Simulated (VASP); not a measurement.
# Ag (I4/mmm) in VASP: single point with LAK

Aim: the single point of Ag with LAK.

Program: VASP 6.6.1. These are calculated values, not measurements. Logs are shortened: lines on timing, memory, paths and dates and some standing lists are left out, and cuts for length are marked.

**1. The cell of the first run**

Symmetry: I4/mmm, No. 139, tetragonal system. Conventional cell: a = 2.889 Å, b = 2.889 Å, c = 4.045 Å, α = 90.00°, β = 90.00°, γ = 90.00°. Ag (site symmetry 4/mmm) has 12 Ag at 2.87 to 2.89 Å within 3.8 Å.

**2. Single point, LAK (cell strained by -1.0% along z)**

Input file INCAR:

```
METAGGA = LAK
ISMEAR = 2
SIGMA = 0.05
LWAVE = F
LCHARG = F
ISIF = 2
PREC = Accurate
LASPH = T
LREAL = F
ALGO = Normal
EDIFF = 1E-6
NELM = 120
GGA_COMPAT = F
ENCUT = 650
LMIXTAU = T
```

Input file KPOINTS:

```
Automatic mesh
0
Gamma
  22 22 22
  0 0 0
```

Input file POSCAR:

```
Ag
1.0
    0.0000000000      2.0427500000      2.0223225000
    2.0427500000      0.0000000000      2.0223225000
    2.0427500000      2.0427500000      0.0000000000
Ag
1
Direct
    0.0000000000      0.0000000000      0.0000000000
```

Potentials or basis: VASP PAW PBE potentials, release 64 (Ag).

On the command line:

```bash
$ cat potpaw_PBE.64/Ag/POTCAR > POTCAR
$ mpirun -np 1 vasp_std > vasp.out
```

OUTCAR:

```text
METAGGA = LAK
   ISMEAR = 2
   ISIF = 2
   PREC = Accurate
   LASPH = T
   LREAL = F
   EDIFF = 1E-6
   NELM = 120
   ENCUT = 650

 ion  position               nearest neighbor table
   1  0.000  0.000  0.000-

  LATTYP: Found a body centered tetragonal cell.
 ALAT       =     2.8888847545
 C/A-ratio  =     1.4000714267

  Lattice vectors:

 A1 = (   0.0000000000,  -2.0427500000,  -2.0223225000)
 A2 = (   0.0000000000,   2.0427500000,  -2.0223225000)
 A3 = (   2.0427500000,   0.0000000000,   2.0223225000)

Analysis of symmetry for initial positions (statically):
=====================================================================
 Subroutine PRICEL returns:
 Original cell was already a primitive cell.

 Routine SETGRP: Setting up the symmetry group for a
 body centered tetragonal supercell.

 Subroutine GETGRP returns: Found 16 space group operations
 (whereof 16 operations were pure point group operations)
 out of a pool of 16 trial point group operations.

The static configuration has the point symmetry D_4h.

Analysis of symmetry for dynamics (positions and initial velocities):
=====================================================================
 Subroutine PRICEL returns:
 Original cell was already a primitive cell.

 Routine SETGRP: Setting up the symmetry group for a
 body centered tetragonal supercell.

 Subroutine GETGRP returns: Found 16 space group operations
 (whereof 16 operations were pure point group operations)
 out of a pool of 16 trial point group operations.

The dynamic configuration has the point symmetry D_4h.

 Subroutine INISYM returns: Found 16 space group operations
 (whereof 16 operations are pure point group operations),
 and found     1 'primitive' translations

----------------------------------------------------------------------------------------

                                     Primitive cell

  volume of cell :      16.8776

  direct lattice vectors                    reciprocal lattice vectors
     0.000000000  2.042750000  2.022322500    -0.244768082  0.244768082  0.247240487
     2.042750000  0.000000000  2.022322500     0.244768082 -0.244768082  0.247240487
     2.042750000  2.042750000  0.000000000     0.244768082  0.244768082 -0.247240487

  length of vectors
     2.874476623  2.874476623  2.888884755     0.425382988  0.425382988  0.425382988

  position of ions in fractional coordinates (direct lattice)
     0.000000000  0.000000000  0.000000000

  ion indices of the primitive-cell ions
   primitive index   ion index
                 1           1

----------------------------------------------------------------------------------------

 KPOINTS: Automatic mesh

Automatic generation of k-mesh.
 Grid dimensions read from file:
 generate k-points for:   22   22   22

 Generating k-lattice:

  Cartesian coordinates                     Fractional coordinates (reciprocal lattice)
    -0.011125822  0.011125822  0.011238204     0.045454545 -0.000000000  0.000000000
     0.011125822 -0.011125822  0.011238204    -0.000000000  0.045454545  0.000000000
     0.011125822  0.011125822 -0.011238204     0.000000000  0.000000000  0.045454545

  Length of vectors
     0.019335590  0.019335590  0.019335590

  Shift w.r.t. Gamma in fractional coordinates (k-lattice)
     0.000000000  0.000000000  0.000000000

 Subroutine IBZKPT returns following result:
 ===========================================

 Found    834 irreducible k-points:

 Following reciprocal coordinates:
            Coordinates               Weight
  0.000000  0.000000  0.000000      1.000000
  0.045455 -0.000000  0.000000      8.000000
  0.090909 -0.000000  0.000000      8.000000
  0.136364  0.000000  0.000000      8.000000
  0.181818 -0.000000  0.000000      8.000000
  0.227273 -0.000000  0.000000      8.000000
[... 16 lines left out ...]
  0.500000  0.045455  0.000000      8.000000
 -0.454545  0.045455  0.000000      8.000000
 [... further k-points ...]
   k-points           NKPTS =    834   k-points in BZ     NKDIM =    834   number of bands    NBANDS=      9
   number of dos      NEDOS =    301   number of ions     NIONS =      1
   total plane-waves  NPLWV =  13824
   dimension x,y,z NGX =    24 NGY =   24 NGZ =   24
   dimension x,y,z NGXF=    48 NGYF=   48 NGZF=   48
   ions per type =               1
   NGX,Y,Z   is equivalent  to a cutoff of  13.88, 13.88, 13.81 a.u.
   NGXF,Y,Z  is equivalent  to a cutoff of  27.76, 27.76, 27.62 a.u.
 SYSTEM =  unknown system
   PREC   = accura    normal or accurate (medium, high low for compatibility)
   ISTART =      0    job   : 0-new  1-cont  2-samecut
   ICHARG =      2    charge: 1-file 2-atom 10-const
   ISPIN  =      1    spin polarized calculation?
   LNONCOLLINEAR =      F non collinear calculations
   LSORBIT =      F    spin-orbit coupling
   LASPH  =      T    aspherical Exc in radial PAW
   ENCUT  =  650.0 eV  47.77 Ry    6.91 a.u.   5.98  5.98  6.01*2*pi/ulx,y,z
   NELM   =    120;   NELMIN=  2; NELMDL= -5     # of ELM steps
   EDIFF  = 0.1E-05   stopping-criterion for ELM
   LREAL  =      F    real-space projection
   EDIFFG = 0.1E-04   stopping-criterion for IOM
   NSW    =      0    number of steps for IOM
   IBRION =     -1    ionic relax: 0-MD 1-quasi-New 2-CG
   NFREE  =      0    steps in history (QN), initial steepest desc. (CG)
   ISIF   =      2    stress and relaxation
   ISYM   =      2    0-nonsym 1-usesym 2-fastsym
   POTIM  = 0.5000    time-step for ionic-motion
   TEBEG  =    0.0;   TEEND  =   0.0 temperature during run

   SCALEE = 1.0000    scale energy and forces
   PSTRESS=    0.0 pullay stress
   NELECT =      11.0000    total number of electrons
   NUPDOWN=      -1.0000    fix difference up-down
   EMIN   =  10.00;   EMAX   =-10.00  energy-range for DOS
   EFERMI =   0.00;   METHOD = LEGACY
   ISMEAR =     2;   SIGMA  =   0.05  broadening in eV -4-tet -1-fermi 0-gaus
   EFERMI_NEDOS =   21; number of points for ismear=-14 and -15
   IALGO  =     38    algorithm
   IMIX   =      4    mixing-type and parameters
     AMIX     =   0.40;   BMIX     =  1.00
     AMIX_MAG =   1.60;   BMIX_MAG =  1.00
  volume/ion in A,a.u.               =      16.88       113.90
  Fermi-wavevector in a.u.,A,eV,Ry     =   1.419391  2.682260 27.411268  2.014671
  Thomas-Fermi vector in A             =   2.540417
   LORBIT       =      0    0 simple, 1 ext, 2 COOP (PROOUT), +10 PAW based schemes
   METAGGA = LAK    functional components
   LHFCALC =     F    Hartree Fock is set to
   AEXX    =    0.0000 exact exchange contribution
   IVDW    =     0    specifies the selected vdW correction
   LEPSILON=     F    determine dielectric tensor
   LRPA    =     F    only Hartree local field effects (RPA)

   CSHIFT  =0.1000    complex shift for real part using Kramers Kronig

   OMEGAMAX=  -1.0    maximum frequency
 non-spin polarized calculation
 Methfessel and Paxton  Order N= 2 SIGMA  =   0.05
  energy-cutoff  :      650.00
  volume of cell :       16.88
 maximum number of plane-waves:       648
   NGX = 11   NGY = 11   NGZ = 13

 number of electron      11.0000000 magnetization

 Free energy of the ion-electron system (eV)
  ---------------------------------------------------
  ext. energy  EPLUGINS =         0.00000000
  ---------------------------------------------------
  free energy    TOTEN  =        27.25838749 eV

  energy without entropy =       27.25843543  energy(sigma->0) =       27.25839947

 E-fermi :   9.2407     XC(G=0): -12.7011

 val. band max:        9.2396406738   @ k =   0.5000   0.2727   0.0909
 cond. band min:       9.2459334040   @ k =   0.5000   0.0000   0.0909
 fundamental gap:      0.0062927302
 Fermi energy:         9.2406867837

 k-point     1 :       0.0000    0.0000    0.0000
  band No.  band energies     occupation
      1       1.2521      2.00000
      2       3.7456      2.00000
      3       3.7456      2.00000
      4       3.8079      2.00000
      5       4.7705      2.00000
      6       4.8360      2.00000
      7      25.7260      0.00000
      8      29.5740      0.00000
      9      29.5740      0.00000

 k-point     2 :       0.0455   -0.0000    0.0000
  band No.  band energies     occupation
      1       1.3195      2.00000
      2       3.7389      2.00000
      3       3.7644      2.00000
      4       3.8180      2.00000
      5       4.7638      2.00000
      6       4.8282      2.00000
      7      25.7442      0.00000
      8      28.9733      0.00000
      9      29.6043      0.00000

 k-point     3 :       0.0909   -0.0000    0.0000
  band No.  band energies     occupation
      1       1.5158      2.00000
      2       3.7089      2.00000
      3       3.8156      2.00000
      4       3.8617      2.00000
      5       4.7488      2.00000
      6       4.8093      2.00000
      7      25.6956      0.00000
      8      27.6987      0.00000
      9      29.6854      0.00000

 k-point     4 :       0.1364    0.0000    0.0000
  band No.  band energies     occupation
      1       1.8174      2.00000
      2       3.6812      2.00000
      3       3.8826      2.00000
      4       3.9275      2.00000
      5       4.7420      2.00000
      6       4.7948      2.00000
      7      25.0175      0.00000
      8      26.8156      0.00000
      9      29.7870      0.00000

 k-point     5 :       0.1818   -0.0000    0.0000
  band No.  band energies     occupation
      1       2.1596      2.00000
      2       3.7315      2.00000
      3       3.9363      2.00000
      4       3.9847      2.00000
      5       4.7710      2.00000
      6       4.8112      2.00000
      7      23.4861      0.00000
      8      26.6084      0.00000
      9      29.8557      0.00000

 k-point     6 :       0.2273   -0.0000    0.0000
  band No.  band energies     occupation
      1       2.4101      2.00000
      2       3.9490      2.00000
      3       3.9948      2.00000
      4       4.0094      2.00000
      5       4.8607      2.00000
      6       4.8850      2.00000
      7      21.7145      0.00000
      8      26.4334      0.00000
      9      29.8215      0.00000
[... 169 lines left out ...]
 k-point    21 :       0.4091    0.0455    0.0000
  band No.  band energies     occupation
      1       2.3577      2.00000
      2       3.7984      2.00000
      3       3.8035      2.00000
      4       5.2254      2.00000
      5       5.5282      2.00000
      6       7.2715      2.00000
      7      15.3456      0.00000
      8      25.1595      0.00000
      9      27.6613      0.00000

 k-point    22 :       0.4545    0.0455    0.0000
  band No.  band energies     occupation
      1       2.3017      2.00000
      2       3.7578      2.00000
      3       3.7603      2.00000
      4       5.3847      2.00000
      5       5.6153      2.00000
      6       8.2777      2.00000
      7      13.9341      0.00000
      8      24.9505      0.00000
      9      27.5745      0.00000

 k-point    23 :       0.5000    0.0455    0.0000
  band No.  band energies     occupation
      1       2.2748      2.00000
      2       3.7370      2.00000
      3       3.7404      2.00000
      4       5.4767      2.00000
      5       5.6392      2.00000
      6       8.9721      2.00000
      7      13.0586      0.00000
      8      24.8513      0.00000
      9      27.6566      0.00000

 k-point    24 :      -0.4545    0.0455    0.0000
  band No.  band energies     occupation
      1       2.2812      2.00000
      2       3.7370      2.00000
      3       3.7481      2.00000
      4       5.4954      2.00000
      5       5.5951      2.00000
      6       8.8001      2.00000
      7      13.2701      0.00000
      8      24.8688      0.00000
      9      27.5953      0.00000

 [... further k-points ...]

------------------------ aborting loop because EDIFF is reached ----------------------------------------

  FORCE on cell =-STRESS in cart. coord.  units (eV):
  Direction    XX          YY          ZZ          XY          YZ          ZX
  --------------------------------------------------------------------------------------
  -------------------------------------------------------------------------------------
  Total        1.4683177      1.4683177      1.5241882      0.0000000      0.0000000     -0.0000000
  in kB      139.3861938    139.3861938    144.6899334      0.0000000      0.0000000     -0.0000000
  external PRESSURE =     141.1541070 kB  Pullay stress =       0.0000000 kB

 VOLUME and BASIS-vectors are now :
 -----------------------------------------------------------------------------
  energy-cutoff  :      650.00
  volume of cell :       16.88
      direct lattice vectors                 reciprocal lattice vectors
     0.000000000  2.042750000  2.022322500    -0.244768082  0.244768082  0.247240487
     2.042750000  0.000000000  2.022322500     0.244768082 -0.244768082  0.247240487
     2.042750000  2.042750000  0.000000000     0.244768082  0.244768082 -0.247240487

 POSITION                                       TOTAL-FORCE (eV/Angst)
 -----------------------------------------------------------------------------------
      0.00000      0.00000      0.00000         0.000000      0.000000      0.000000
 -----------------------------------------------------------------------------------
    total drift:                               -0.000000      0.000000      0.000000

  FREE ENERGIE OF THE ION-ELECTRON SYSTEM (eV)
  ---------------------------------------------------
  free  energy   TOTEN  =        27.2583874885 eV

  energy  without entropy=       27.2584354294  energy(sigma->0) =       27.25839947
```

Run time: 7.4 min. Hardware: 1 thread of Intel Xeon Platinum 8124M at 3.00GHz (Skylake/Cascade Lake), shared host; peak memory 0.32 GiB.

What came out:

```yaml
Free_energy: 27.2584 eV
Pressure: 14.1 GPa
```

Stress tensor (GPa, compression positive):
```
13.94  0.00  0.00
 0.00 13.94  0.00
 0.00  0.00 14.47
```

Caveat: the cell differs from its parent crystal (cell strained by -1.0% along z); the cell stands under pressure; the PAW data sets were made with another functional, which shifts forces and pressure a little.
